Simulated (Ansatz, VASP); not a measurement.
## MnSe in VASP and in Ansatz

```xyz
2
Lattice="0.0000 2.5530 2.5530 2.5530 0.0000 2.5530 2.5530 2.5530 0.0000" Properties=species:S:1:pos:R:3 pbc="T T T"
Mn    0.0000    0.0000    0.0000
Se    2.5530    2.5530    2.5530
```

Alike in both runs: functional LDA; k mesh 14 × 14 × 14; occupations gaussian, width 0.1 eV; collinear spin.

Ansatz relaxed the structure, and its values are those at the end. VASP's run is a single point on that final structure, the one shown.

|  | VASP | Ansatz |
| --- | --- | --- |
| version | VASP 6.6.1 | Ansatz 0.2.0 |
| potentials or method | VASP PAW LDA potentials, release 64 (Mn_pv, Se), cutoff 520 eV | scalar-relativistic, plane waves, PAW |
| valence electrons in the cell | 19 | 31 |

Ansatz gave:

* gap on the k mesh at the Fermi level (eV): none
* pressure (GPa): 0.0
* net moment per atom (μB): 1.97
* size of the moment on the site where the two differ most (μB): 0.07

Which values does VASP return?

gap on the k mesh at the Fermi level (eV): none; pressure (GPa): -0.5; net moment per atom (μB): 1.93; size of the moment on the site where the two differ most (μB): 0.06.

LDA's correlation is that of Perdew and Zunger in VASP and of Perdew and Wang (1992) in Ansatz. Site moments also hang on the region over which each program counts them. A gap of «none» marks a metal or a gap that the smearing closes. VASP's potentials hold 19 valence electrons a cell and Ansatz's 31, so a difference there can come from the potentials and not from the codes.
